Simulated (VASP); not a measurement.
**NaMgBr3: single point with r2SCAN**

NaMgBr3:

```xyz
5
Lattice="5.4269 0.0000 0.0000 0.0000 5.4269 0.0000 0.0000 0.0000 5.4269" Properties=species:S:1:pos:R:3 pbc="T T T"
Na    0.0000    0.0000    0.0000
Mg    2.7134    2.7134    2.7134
Br    2.7134    2.7134    0.0000
Br    2.7134    0.0000    2.7134
Br    0.0000    2.7134    2.7134
```

This cell differs from its parent crystal: strain +3.0%.

```
Program                : VASP 6.6.1
Task                   : single point
Functional             : r2SCAN
Potentials or basis    : VASP PAW PBE potentials, release 64 (Na_pv, Mg, Br)
Cutoff                 : 520 eV
k mesh                 : 6 × 6 × 6
Occupations            : gaussian, width 0.01 eV
Spin                   : no spin polarisation
Dipole correction      : no
Further INCAR settings : ALGO = Normal; EDIFF = 1e-07; NBANDS = 23
```

| Item | Value |
| --- | --- |
| Pressure | -2.2 GPa |
| Band gap on the k mesh | 3.30 eV (least direct gap 3.80 eV) |

Levels at points of the mesh, in eV from the valence-band top:
```csv
k point,band 11,band 12,band 13,band 14,band 15,band 16,band 17,band 18,band 19,band 20
"(0.00, 0.00, 0.00)",-0.73,-0.73,-0.50,-0.50,-0.50,3.30,3.93,7.64,7.64,7.80
"(0.50, 0.00, 0.00)",-1.13,-1.13,-0.91,-0.58,-0.58,5.41,5.69,6.16,8.31,8.37
"(0.50, 0.50, 0.00)",-1.24,-1.10,-1.10,-1.10,-0.01,5.98,7.33,7.34,7.34,7.55
"(0.50, 0.50, 0.50)",-1.09,-1.09,0.00,0.00,0.00,4.68,6.49,6.49,6.49,9.27
```

Wall time 2.5 min on 1 thread of Oxide Virtual Turin-like Processor (shared host), peak memory 0.26 GiB.

Caveat: the cell differs from its parent crystal (strain +3.0%); the PAW data sets were made with another functional, which shifts forces and pressure a little. A k mesh can miss the band edges.
